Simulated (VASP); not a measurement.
Ag, 1 atom in the cell. Symmetry: I4/mmm, No. 139, tetragonal system. Conventional cell: a = 3.005 Å, b = 3.005 Å, c = 4.086 Å, α = 90.00°, β = 90.00°, γ = 90.00°. Within 3.9 Å of Ag (site symmetry 4/mmm) lie 12 Ag at 2.95 to 3.00 Å.  This cell differs from its parent crystal: strain +0.040 along x and y, +0.000 along z.

- Program: VASP 6.6.1
- Task: single point
- Functional: r2SCAN
- Potentials or basis: VASP PAW PBE potentials, release 64 (Ag)
- Cutoff: 520 eV
- k mesh: 20 × 20 × 20
- Occupations: gaussian, width 0.15 eV
- Spin: no spin polarisation
- Dipole correction: no
- Further INCAR settings: ALGO = Normal; EDIFF = 1e-06; NBANDS = 12

Potentials or basis: VASP PAW PBE potentials, release 64 (Ag).

Run with:

```sh
$ cat potpaw_PBE.64/Ag/POTCAR > POTCAR
$ cp INCAR.step1 INCAR
$ mpirun -np 1 vasp_std > vasp.out
$ cp INCAR.step2 INCAR
$ mpirun -np 1 vasp_std > vasp.out
```

Hardware: 1 thread of Intel(R) Xeon(R) 6975P-C (Granite Rapids) (shared host).

Estimate the wall time of this run.

Run time: 2.2 min on 1 thread of Intel(R) Xeon(R) 6975P-C (Granite Rapids), on a shared host, peak memory 0.25 GiB. Counts: k points 641.
